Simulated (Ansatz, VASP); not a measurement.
HC4: VASP beside Ansatz

The input INCAR:

```
SYSTEM = HC4
ALGO = Normal ; DIPOL = 0.5 0.5 0.241
EDIFF = 1E-6 ; ENCUT = 520
GGA = PE ; IDIPOL = 3
ISIF = 2 ; ISMEAR = 0
IVDW = 12 ; LASPH = .True.
LCHARG = .False. ; LDIPOL = .True.
LREAL = .False. ; LWAVE = .False.
NBANDS = 28 ; NELM = 60
PREC = Accurate ; SIGMA = 0.1
```

Contents of KPOINTS:

```
k-points
0
Gamma
  6 6 1
  0 0 0
```

File POSCAR:

```
HC4
1.0
    4.9314011428      0.0000000001      0.0000000000
   -2.4657005715      4.2707186659      0.0000000000
    0.0000000000      0.0000000000     18.0000000000
C H
8 2
Direct
    0.1666666667      0.3333333333      0.2222222222
    0.1666666667      0.8333333333      0.2222222222
    0.6666666667      0.3333333333      0.2222222222
    0.6666666667      0.8333333333      0.2222222222
    0.3333333333      0.1666666667      0.2222222222
    0.3333333333      0.6666666667      0.2222222222
    0.8333333333      0.1666666667      0.2222222222
    0.8333333333      0.6666666667      0.2222222222
    0.0233897705      0.0233921815      0.3183333333
    0.4766102295      0.4766078185      0.3183333333
```

Input for Ansatz:

```yaml
crystal:
  lattice:
    - [4.9314011428, 1.0e-10, 0.0]
    - [-2.4657005715, 4.2707186659, 0.0]
    - [0.0, 0.0, 18.0]
  atoms:
    - { symbol: C, position: [0.1666666667, 0.3333333333, 0.2222222222] }
    - { symbol: C, position: [0.1666666667, 0.8333333333, 0.2222222222] }
    - { symbol: C, position: [0.6666666667, 0.3333333333, 0.2222222222] }
    - { symbol: C, position: [0.6666666667, 0.8333333333, 0.2222222222] }
    - { symbol: C, position: [0.3333333333, 0.1666666667, 0.2222222222] }
    - { symbol: C, position: [0.3333333333, 0.6666666667, 0.2222222222] }
    - { symbol: C, position: [0.8333333333, 0.1666666667, 0.2222222222] }
    - { symbol: C, position: [0.8333333333, 0.6666666667, 0.2222222222] }
    - { symbol: H, position: [0.0233897705, 0.0233921815, 0.3183333333] }
    - { symbol: H, position: [0.4766102295, 0.4766078185, 0.3183333333] }
basis:
  ecutwfc: 420
kpoints:
  mp_grid: { grid: [6, 6, 1] }
hamiltonian:
  xc: pbe
  pseudopotentials: { kind: paw, azcp: { folder: soft_1 } }
  dispersion: d3bj
scf:
  occupations: { method: gaussian, width: 0.1 }
output:
  forces: true
  eigenvalues: true
efield:
  axis: 3
  dipole_correction: true
  ramp_width: 0.04
```

Alike in both runs: task single point; functional PBE; dispersion D3(BJ); k mesh 6 × 6 × 1; occupations gaussian, width 0.1 eV; no spin polarisation.

```csv
,VASP,Ansatz
version,VASP 6.6.1,Ansatz 0.2.0
potentials or method,"VASP PAW PBE potentials, release 64 (C, H), cutoff 520 eV","scalar-relativistic, plane waves, PAW"
valence electrons in the cell,34,34
```

|  | VASP | Ansatz | Ansatz less VASP |
| --- | --- | --- | --- |
| gap on the k mesh at the Fermi level (eV) | none | none | - |
| rms of the force components (eV/Å) | 0.413 | 0.414 | +0.0008 |

Atom by atom the forces differ by 0.001 eV/Å (rms over components). A gap of «none» marks a metal or a gap that the smearing closes. Ansatz's warnings: structure snapped to symmetry.
